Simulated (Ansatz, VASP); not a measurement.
**SbPt: VASP beside Ansatz**

File INCAR:

```
SYSTEM = SbPt
PREC     = Accurate       ! precision mode
ENCUT    = 600            ! plane-wave cutoff, eV
EDIFF    = 1E-6           ! SCF threshold, eV
ISMEAR   = -1             ! smearing method
SIGMA    = 0.1            ! smearing width, eV
LREAL    = .FALSE.        ! projectors in reciprocal space
LASPH    = .TRUE.         ! aspherical terms in the spheres
NELM     = 80             ! most SCF steps
ALGO     = Normal         ! electronic algorithm
ISIF     = 3              ! what is computed and relaxed
LWAVE    = .FALSE.        ! write WAVECAR
LCHARG   = .FALSE.        ! write CHGCAR
GGA      = PS             ! functional
IBRION   = 2              ! ionic algorithm
NSW      = 100            ! ionic steps
EDIFFG   = -0.002         ! ionic threshold
```

The input KPOINTS:

```
Automatic mesh
0
G
  8 8 6
  0 0 0
```

The input POSCAR:

```
SbPt
1.0
    4.1200000000      0.0000000000      0.0000000000
   -2.0600000000      3.5680246636      0.0000000000
    0.0000000000      0.0000000000      5.4700000000
Sb Pt
2 2
Direct
    0.3333333333      0.6666666667      0.2500000000
    0.6666666667      0.3333333333      0.7500000000
    0.0000000000      0.0000000000      0.0000000000
    0.0000000000      0.0000000000      0.5000000000
```

Input for Ansatz:

```yaml
crystal:
  lattice:
    - [4.12, 0.0, 0.0]
    - [-2.06, 3.56802466359, 0.0]
    - [0.0, 0.0, 5.47]
  atoms:
    - { symbol: Sb, position: [0.333333333333, 0.666666666667, 0.25] }
    - { symbol: Sb, position: [0.666666666667, 0.333333333333, 0.75] }
    - { symbol: Pt, position: [0.0, 0.0, 0.0] }
    - { symbol: Pt, position: [0.0, 0.0, 0.5] }
kpoints:
  mp_grid: { grid: [8, 8, 6] }
scf:
  occupations: { method: fermi_dirac, width: 0.1 }
hamiltonian:
  xc: pbesol
  pseudopotentials: { kind: paw }
relax:
  f_tol: 0.002
  max_steps: 80
  cell: {}
output:
  forces: true
  stress: true
```

Alike in both runs: task relaxation of cell and atoms; functional PBEsol; k mesh 8 × 8 × 6; occupations fermi-dirac, width 0.1 eV; no spin polarisation.

```csv
,VASP,Ansatz
version,VASP 6.6.1,Ansatz 0.2.0
potentials or method,"VASP PAW PBE potentials, release 64 (Sb, Pt)","PAW with Ansatz's default frozen-core files, scalar-relativistic"
plane-wave cutoff (eV),600,420
valence electrons in the cell,30,66
```

VASP gave:

- relaxed volume (Å³/atom): 20.59
- relaxed cell length with the largest relative difference (Å): 4.167

Task: What did Ansatz give for the same quantities?

Result: Relaxed volume (Å³/atom): 20.62; relaxed cell length with the largest relative difference (Å): 4.169.

VASP's potentials were made for PBE, not for PBEsol. VASP's potentials hold 30 valence electrons a cell and Ansatz's 66, so a difference there can come from the potentials and not from the codes.

Neither program's run includes spin-orbit coupling.
